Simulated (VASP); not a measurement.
# WC (rocksalt type) (Fm-3m) in VASP: a series of runs

Runs on WC (rocksalt type). Level: PBE. Tasks: single point.

All numbers are computed with VASP 6.6.1; they aren't measurements. Logs are shortened: lines on timing, memory, paths and dates and some standing lists are left out, and cuts for length are marked.

## (1) The cell of the first run

The structure is cubic, space group Fm-3m (No. 225). The conventional cell has a = 3.589 Å, b = 3.589 Å, c = 3.589 Å, α = 90.00°, β = 90.00°, γ = 90.00°. W (site symmetry m-3m) has 6 C at 1.79 Å within 2.4 Å. Within 2.4 Å of C (site symmetry m-3m) lie 6 W at 1.79 Å.

## (2) Single point, PBE (volume scaled by 0.55)

The input, INCAR:

```
SYSTEM = WC
PREC = Accurate
ENCUT = 520
EDIFF = 1E-7
ISMEAR = -1
SIGMA = 0.08
LREAL = .False.
LASPH = .True.
NELM = 60
ALGO = Normal
ISIF = 2
LWAVE = .False.
LCHARG = .False.
GGA = PE
NBANDS = 16
```

The input, KPOINTS:

```
Automatic mesh
0
Gamma
  15 15 15
  0 0 0
```

The input, POSCAR:

```
WC
1.0
    0.0000000000      1.7943812790      1.7943812790
    1.7943812790      0.0000000000      1.7943812790
    1.7943812790      1.7943812790      0.0000000000
W C
1 1
Direct
    0.0000000000      0.0000000000      0.0000000000
    0.5000000000      0.5000000000      0.5000000000
```

Potentials or basis: VASP PAW PBE potentials, release 64 (W_sv, C).

On the command line:

```bash
cat potpaw_PBE.64/W_sv/POTCAR potpaw_PBE.64/C/POTCAR > POTCAR
mpirun -np 1 vasp_std > vasp.out
```

OUTCAR:

```text
SYSTEM = WC
   PREC = Accurate
   ENCUT = 520
   EDIFF = 1E-7
   ISMEAR = -1
   LREAL = .False.
   LASPH = .True.
   NELM = 60
   ISIF = 2
   GGA = PE

 ion  position               nearest neighbor table
   1  0.000  0.000  0.000-   2 1.79   2 1.79   2 1.79   2 1.79   2 1.79   2 1.79
   2  0.500  0.500  0.500-   1 1.79   1 1.79   1 1.79   1 1.79   1 1.79   1 1.79

  LATTYP: Found a face centered cubic cell.
 ALAT       =     3.5887625580

  Lattice vectors:

 A1 = (   0.0000000000,   1.7943812790,   1.7943812790)
 A2 = (   1.7943812790,   0.0000000000,   1.7943812790)
 A3 = (   1.7943812790,   1.7943812790,   0.0000000000)

Analysis of symmetry for initial positions (statically):
=====================================================================
 Subroutine PRICEL returns:
 Original cell was already a primitive cell.

 Routine SETGRP: Setting up the symmetry group for a
 face centered cubic supercell.

 Subroutine GETGRP returns: Found 48 space group operations
 (whereof 48 operations were pure point group operations)
 out of a pool of 48 trial point group operations.

The static configuration has the point symmetry O_h .

Analysis of symmetry for dynamics (positions and initial velocities):
=====================================================================
 Subroutine PRICEL returns:
 Original cell was already a primitive cell.

 Routine SETGRP: Setting up the symmetry group for a
 face centered cubic supercell.

 Subroutine GETGRP returns: Found 48 space group operations
 (whereof 48 operations were pure point group operations)
 out of a pool of 48 trial point group operations.

The dynamic configuration has the point symmetry O_h .

 Subroutine INISYM returns: Found 48 space group operations
 (whereof 48 operations are pure point group operations),
 and found     1 'primitive' translations

----------------------------------------------------------------------------------------

                                     Primitive cell

  volume of cell :      11.5551

  direct lattice vectors                    reciprocal lattice vectors
     0.000000000  1.794381279  1.794381279    -0.278647579  0.278647579  0.278647579
     1.794381279  0.000000000  1.794381279     0.278647579 -0.278647579  0.278647579
     1.794381279  1.794381279  0.000000000     0.278647579  0.278647579 -0.278647579

  length of vectors
     2.537638341  2.537638341  2.537638341     0.482631765  0.482631765  0.482631765

  position of ions in fractional coordinates (direct lattice)
     0.000000000  0.000000000  0.000000000
     0.500000000  0.500000000  0.500000000

  ion indices of the primitive-cell ions
   primitive index   ion index
                 1           1
                 2           2

----------------------------------------------------------------------------------------

 KPOINTS: Automatic mesh

Automatic generation of k-mesh.
 Grid dimensions read from file:
 generate k-points for:   15   15   15

 Generating k-lattice:

  Cartesian coordinates                     Fractional coordinates (reciprocal lattice)
    -0.018576505  0.018576505  0.018576505     0.066666667  0.000000000  0.000000000
     0.018576505 -0.018576505  0.018576505     0.000000000  0.066666667  0.000000000
     0.018576505  0.018576505 -0.018576505     0.000000000  0.000000000  0.066666667

  Length of vectors
     0.032175451  0.032175451  0.032175451

  Shift w.r.t. Gamma in fractional coordinates (k-lattice)
     0.000000000  0.000000000  0.000000000

 Subroutine IBZKPT returns following result:
 ===========================================

 Found    120 irreducible k-points:

 Following reciprocal coordinates:
            Coordinates               Weight
  0.000000  0.000000  0.000000      1.000000
  0.066667  0.000000  0.000000      8.000000
  0.133333  0.000000  0.000000      8.000000
  0.200000  0.000000  0.000000      8.000000
  0.266667  0.000000  0.000000      8.000000
  0.333333  0.000000  0.000000      8.000000
[... 16 lines left out ...]
  0.133333  0.133333  0.000000      6.000000
  0.200000  0.133333  0.000000     24.000000
 [... further k-points ...]
   k-points           NKPTS =    120   k-points in BZ     NKDIM =    120   number of bands    NBANDS=     16
   number of dos      NEDOS =    301   number of ions     NIONS =      2
   total plane-waves  NPLWV =   8000
   dimension x,y,z NGX =    20 NGY =   20 NGZ =   20
   dimension x,y,z NGXF=    40 NGYF=   40 NGZF=   40
   ions per type =               1   1
   NGX,Y,Z   is equivalent  to a cutoff of  13.10, 13.10, 13.10 a.u.
   NGXF,Y,Z  is equivalent  to a cutoff of  26.20, 26.20, 26.20 a.u.
 SYSTEM =  WC
   PREC   = accura    normal or accurate (medium, high low for compatibility)
   ISTART =      0    job   : 0-new  1-cont  2-samecut
   ICHARG =      2    charge: 1-file 2-atom 10-const
   ISPIN  =      1    spin polarized calculation?
   LNONCOLLINEAR =      F non collinear calculations
   LSORBIT =      F    spin-orbit coupling
   LASPH  =      T    aspherical Exc in radial PAW
   ENCUT  =  520.0 eV  38.22 Ry    6.18 a.u.   4.72  4.72  4.72*2*pi/ulx,y,z
   NELM   =     60;   NELMIN=  2; NELMDL= -5     # of ELM steps
   EDIFF  = 0.1E-06   stopping-criterion for ELM
   LREAL  =      F    real-space projection
   EDIFFG = 0.1E-05   stopping-criterion for IOM
   NSW    =      0    number of steps for IOM
   IBRION =     -1    ionic relax: 0-MD 1-quasi-New 2-CG
   NFREE  =      0    steps in history (QN), initial steepest desc. (CG)
   ISIF   =      2    stress and relaxation
   ISYM   =      2    0-nonsym 1-usesym 2-fastsym
   POTIM  = 0.5000    time-step for ionic-motion
   TEBEG  =    0.0;   TEEND  =   0.0 temperature during run
   PSTRESS=    0.0 pullay stress
   NELECT =      18.0000    total number of electrons
   NUPDOWN=      -1.0000    fix difference up-down
   EMIN   =  10.00;   EMAX   =-10.00  energy-range for DOS
   EFERMI =   0.00;   METHOD = LEGACY
   ISMEAR =    -1;   SIGMA  =   0.08  broadening in eV -4-tet -1-fermi 0-gaus
   EFERMI_NEDOS =   21; number of points for ismear=-14 and -15
   IALGO  =     38    algorithm
   IMIX   =      4    mixing-type and parameters
     AMIX     =   0.40;   BMIX     =  1.00
     AMIX_MAG =   1.60;   BMIX_MAG =  1.00
  volume/ion in A,a.u.               =       5.78        38.99
  Fermi-wavevector in a.u.,A,eV,Ry     =   1.897758  3.586243 49.001208  3.601487
  Thomas-Fermi vector in A             =   2.937476
   LORBIT       =      0    0 simple, 1 ext, 2 COOP (PROOUT), +10 PAW based schemes
   GGA     = PE    functional components
   LHFCALC =     F    Hartree Fock is set to
   AEXX    =    0.0000 exact exchange contribution
   IVDW    =     0    specifies the selected vdW correction
   LEPSILON=     F    determine dielectric tensor
   LRPA    =     F    only Hartree local field effects (RPA)
 non-spin polarized calculation
  energy-cutoff  :      520.00
  volume of cell :       11.56
 maximum number of plane-waves:       331
   NGX =  9   NGY =  9   NGZ =  9

 number of electron      17.9999999 magnetization

 Free energy of the ion-electron system (eV)
  ---------------------------------------------------
  ext. energy  EPLUGINS =         0.00000000
  ---------------------------------------------------
  free energy    TOTEN  =        -7.85601304 eV

  energy without entropy =       -7.84559149  energy(sigma->0) =       -7.85080226

 E-fermi :  23.6005     XC(G=0): -17.3870

 val. band max:       23.5631782965   @ k =  -0.2000   0.0667   0.0000
 cond. band min:      23.6177930335   @ k =  -0.4000   0.2667   0.1333
 fundamental gap:      0.0546147370
 Fermi energy:        23.6004702886

 k-point     1 :       0.0000    0.0000    0.0000
  band No.  band energies     occupation
      1     -52.1101      2.00000
      2     -15.2634      2.00000
      3     -15.2634      2.00000
      4     -15.2634      2.00000
      5       3.1442      2.00000
      6      17.7450      2.00000
[... 8 lines left out ...]
     15      38.6143      0.00000
     16      61.8871      0.00000

 k-point     2 :       0.0667    0.0000    0.0000
  band No.  band energies     occupation
      1     -52.0860      2.00000
      2     -15.5010      2.00000
      3     -15.2810      2.00000
      4     -15.2810      2.00000
      5       3.4695      2.00000
      6      17.1287      2.00000
[... 8 lines left out ...]
     15      38.7858      0.00000
     16      59.3707      0.00000

 k-point     3 :       0.1333    0.0000    0.0000
  band No.  band energies     occupation
      1     -52.0177      2.00000
      2     -16.1373      2.00000
      3     -15.3303      2.00000
      4     -15.3303      2.00000
      5       4.3427      2.00000
      6      15.9164      2.00000
[... 8 lines left out ...]
     15      39.1920      0.00000
     16      55.7876      0.00000

 k-point     4 :       0.2000    0.0000    0.0000
  band No.  band energies     occupation
      1     -51.9159      2.00000
      2     -16.9967      2.00000
      3     -15.4016      2.00000
      4     -15.4016      2.00000
      5       5.5021      2.00000
      6      14.7580      2.00000
[... 8 lines left out ...]
     15      39.5089      0.00000
     16      52.6065      0.00000
[... 324 lines left out ...]
 k-point    22 :      -0.0667    0.0667    0.0000
  band No.  band energies     occupation
      1     -52.0472      2.00000
      2     -15.8142      2.00000
      3     -15.4119      2.00000
      4     -15.2641      2.00000
      5       3.9793      2.00000
      6      16.5617      2.00000
[... 8 lines left out ...]
     15      39.0495      0.00000
     16      56.2635      0.00000

 k-point    23 :       0.1333    0.1333    0.0000
  band No.  band energies     occupation
      1     -51.9867      2.00000
      2     -16.0632      2.00000
      3     -15.5394      2.00000
      4     -15.5394      2.00000
      5       4.7327      2.00000
      6      14.7204      2.00000
[... 8 lines left out ...]
     15      39.6433      0.00000
     16      54.4531      0.00000

 k-point    24 :       0.2000    0.1333    0.0000
  band No.  band energies     occupation
      1     -51.9106      2.00000
      2     -16.6268      2.00000
      3     -15.6676      2.00000
      4     -15.6125      2.00000
      5       5.5821      2.00000
      6      13.3857      2.00000
[... 8 lines left out ...]
     15      40.1924      0.00000
     16      51.7174      0.00000

 [... further k-points ...]
[... 5 lines left out ...]
  --------------------------------------------------------------------------------------
  -------------------------------------------------------------------------------------
  Total       55.8969317     55.8969317     55.8969317     -0.0000000      0.0000000      0.0000000
  in kB     7750.4044685   7750.4044685   7750.4044685     -0.0000000      0.0000000      0.0000000
  external PRESSURE =    7750.4044685 kB  Pullay stress =       0.0000000 kB

 VOLUME and BASIS-vectors are now :
 -----------------------------------------------------------------------------
  energy-cutoff  :      520.00
  volume of cell :       11.56
      direct lattice vectors                 reciprocal lattice vectors
     0.000000000  1.794381279  1.794381279    -0.278647579  0.278647579  0.278647579
     1.794381279  0.000000000  1.794381279     0.278647579 -0.278647579  0.278647579
     1.794381279  1.794381279  0.000000000     0.278647579  0.278647579 -0.278647579

 POSITION                                       TOTAL-FORCE (eV/Angst)
 -----------------------------------------------------------------------------------
      0.00000      0.00000      0.00000        -0.000000      0.000000     -0.000000
      1.79438      1.79438      1.79438         0.000000      0.000000      0.000000
 -----------------------------------------------------------------------------------
    total drift:                                0.000000     -0.000000     -0.000000

  FREE ENERGIE OF THE ION-ELECTRON SYSTEM (eV)
  ---------------------------------------------------
  free  energy   TOTEN  =        -7.8560130375 eV

  energy  without entropy=       -7.8455914901  energy(sigma->0) =       -7.85080226
```

It took 14 s on 1 thread of Intel Xeon Platinum 8488C (Sapphire Rapids), shared host; peak memory 0.14 GiB.

The run converged, but its numbers aren't listed here, since they failed a check.

Caveat: spin-orbit coupling is left out, which moves the levels of the heavy elements.

## (3) Single point, PBE (volume scaled by 0.55)

The input, INCAR:

```
ALGO = Normal
EDIFF = 1E-6
ENCUT = 520
GGA = PE
ISIF = 2
ISMEAR = -1
LASPH = True
LCHARG = False
LREAL = False
LWAVE = False
NBANDS = 16
NELM = 60
PREC = Accurate
SIGMA = 0.08
```

The input, KPOINTS:

```
k-points
0
Gamma
  15 15 15
```

POSCAR is that of step 2.

Potentials or basis: VASP PAW PBE potentials, release 64 (W_sv, C).

On the command line:

```bash
cat potpaw_PBE.64/W_sv/POTCAR potpaw_PBE.64/C/POTCAR > POTCAR
mpirun -np 1 vasp_std > vasp.out
```

It took 12 s on 1 thread of Intel Xeon Platinum 8488C (Sapphire Rapids), shared host; peak memory 0.14 GiB.

The run converged, but its numbers aren't listed here, since they failed a check.

Caveat: spin-orbit coupling is left out, which moves the levels of the heavy elements.

## (4) Single point, PBE (volume scaled by 0.64)

The input, INCAR:

```
ALGO = Normal
EDIFF = 1E-6
ENCUT = 520
GGA = PE
ISIF = 2
ISMEAR = -1
LASPH = T
LCHARG = F
LREAL = F
LWAVE = F
NBANDS = 16
NELM = 100
PREC = Accurate
SIGMA = 0.08
```

KPOINTS is that of step 3.

The input, POSCAR:

```
WC
1.0
    0.0000000000      1.8873559924      1.8873559924
    1.8873559924      0.0000000000      1.8873559924
    1.8873559924      1.8873559924      0.0000000000
W C
1 1
Direct
    0.0000000000      0.0000000000      0.0000000000
    0.5000000000      0.5000000000      0.5000000000
```

On the command line:

```bash
cat potpaw_PBE.64/W_sv/POTCAR potpaw_PBE.64/C/POTCAR > POTCAR
mpirun -np 1 vasp_std > vasp.out
```

Wall time 12 s (1 thread of Intel Xeon Platinum 8488C (Sapphire Rapids), shared host); peak memory 0.14 GiB.

It converged, with:

| Quantity | Value |
| --- | --- |
| Free energy | -14.7285 eV |
| Pressure | 424.3 GPa |
| Band gap on the k mesh | zero (band 9 reaches 22.61 eV, above the bottom of band 10 at 16.80 eV) |

Levels at points of the mesh, in eV from the Fermi level:
| k point | band 7 | band 8 | band 9 | band 10 | band 11 | band 12 |
| --- | --- | --- | --- | --- | --- | --- |
| (0.00, 0.00, 0.00) | -4.89 | -4.89 | -2.04 | -2.04 | -2.04 | -1.39 |

Caveat: spin-orbit coupling is left out, which moves the levels of the heavy elements.

## (5) Single point, PBE (volume scaled by 0.64)

The input, INCAR:

```
SYSTEM = WC
PREC = Accurate
ENCUT = 520
EDIFF = 1E-6
ISMEAR = -1
SIGMA = 0.08
LREAL = .False.
LASPH = .True.
NELM = 80
ALGO = Normal
ISIF = 2
LWAVE = .False.
LCHARG = .False.
GGA = PE
NBANDS = 16
```

The input, KPOINTS:

```
Automatic mesh
0
Gamma
  15 15 15
  0 0 0
```

POSCAR is that of step 4.

Potentials or basis: VASP PAW PBE potentials, release 64 (W_sv, C).

On the command line:

```bash
cat potpaw_PBE.64/W_sv/POTCAR potpaw_PBE.64/C/POTCAR > POTCAR
mpirun -np 1 vasp_std > vasp.out
```

OUTCAR:

```text
SYSTEM = WC
   PREC = Accurate
   ENCUT = 520
   EDIFF = 1E-6
   ISMEAR = -1
   LREAL = .False.
   LASPH = .True.
   NELM = 80
   ISIF = 2
   GGA = PE

 ion  position               nearest neighbor table
   1  0.000  0.000  0.000-   2 1.89   2 1.89   2 1.89   2 1.89   2 1.89   2 1.89
   2  0.500  0.500  0.500-   1 1.89   1 1.89   1 1.89   1 1.89   1 1.89   1 1.89

  LATTYP: Found a face centered cubic cell.
 ALAT       =     3.7747119848

  Lattice vectors:

[... 191 lines left out ...]
      6      15.4878      2.00000
[... 433 lines left out ...]
      3     -18.8894      2.00000
      4     -18.8563      2.00000
      5       2.7405      2.00000
      6      11.4813      2.00000
[... 8 lines left out ...]
     15      34.6537      0.00000
     16      45.3850      0.00000

 [... further k-points ...]
[... 5 lines left out ...]
  --------------------------------------------------------------------------------------
  -------------------------------------------------------------------------------------
  Total       35.6103697     35.6103697     35.6103697      0.0000000      0.0000000     -0.0000000
  in kB     4243.2204546   4243.2204546   4243.2204546      0.0000000      0.0000000     -0.0000000
  external PRESSURE =    4243.2204546 kB  Pullay stress =       0.0000000 kB

 VOLUME and BASIS-vectors are now :
 -----------------------------------------------------------------------------
  energy-cutoff  :      520.00
  volume of cell :       13.45
      direct lattice vectors                 reciprocal lattice vectors
     0.000000000  1.887355992  1.887355992    -0.264920875  0.264920875  0.264920875
     1.887355992  0.000000000  1.887355992     0.264920875 -0.264920875  0.264920875
     1.887355992  1.887355992  0.000000000     0.264920875  0.264920875 -0.264920875

 POSITION                                       TOTAL-FORCE (eV/Angst)
 -----------------------------------------------------------------------------------
      0.00000      0.00000      0.00000         0.000000     -0.000000     -0.000000
      1.88736      1.88736      1.88736        -0.000000      0.000000      0.000000
 -----------------------------------------------------------------------------------
    total drift:                                0.000000     -0.000000     -0.000000

  FREE ENERGIE OF THE ION-ELECTRON SYSTEM (eV)
  ---------------------------------------------------
  free  energy   TOTEN  =       -14.7285092084 eV

  energy  without entropy=      -14.7158521453  energy(sigma->0) =      -14.72218068
```

stdout:

```text
POSCAR found type information on POSCAR W C
 POSCAR found :  2 types and       2 ions
 scaLAPACK will be used
 LDA part: xc-table for (Slater+PW92), standard interpolation
 POSCAR, INCAR and KPOINTS ok, starting setup
 FFT: planning ... GRIDC
 FFT: planning ... GRID_SOFT
 FFT: planning ... GRID
 WAVECAR not read
 entering main loop
```

Wall time 12 s (1 thread of Intel Xeon Platinum 8488C (Sapphire Rapids), shared host); peak memory 0.14 GiB.

What came out:

- Free energy: -14.7285 eV
- Pressure: 424.3 GPa
- Band gap on the k mesh: zero (band 9 reaches 22.61 eV, above the bottom of band 10 at 16.80 eV)

Caveat: spin-orbit coupling is left out, which moves the levels of the heavy elements.

(Continued in part 2 of 2.)
